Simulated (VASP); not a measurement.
Input of a VASP 6.6.1 run:

INCAR

```
PREC = Accurate
ENCUT = 520
EDIFF = 1E-6
ISMEAR = 0
SIGMA = 0.05
LREAL = F
LASPH = T
NELM = 100
ALGO = Normal
ISIF = 2
LWAVE = F
LCHARG = F
NBANDS = 21
```

Contents of KPOINTS:

```
regular mesh
0
Gamma
  8 8 6
```

File POSCAR:

```
AlGaN2
1.0
    3.2710507927      0.0000000000      0.0000000000
    0.0000000000      3.2710507927      0.0000000000
    0.0000000000      0.0000000000      4.4939384225
Al Ga N
1 1 2
Direct
    0.5000000000      0.5000000000      0.5000000000
    0.0000000000      0.0000000000      0.0000000000
    0.5000000000      0.0000000000      0.7400513246
    0.0000000000      0.5000000000      0.2599486754
```

Potentials or basis: VASP PAW LDA potentials, release 64 (Al, Ga_d, N).

Run with:

```sh
$ cat potpaw_LDA.64/Al/POTCAR potpaw_LDA.64/Ga_d/POTCAR potpaw_LDA.64/N/POTCAR > POTCAR
$ mpirun -np 1 vasp_std > vasp.out
```

Task: What does it give for the largest force?

Result: 0.051 eV/Å.

Task: What does it give for the band gap on the k mesh?

Result: 2.20 eV, direct.

Stress tensor (GPa, compression positive):
```
-20.28   0.00   0.00
  0.00 -20.28   0.00
  0.00   0.00 -16.86
```

Caveat: the cell differs from its parent crystal (strain +0.050 along x and y, +0.025 along z).
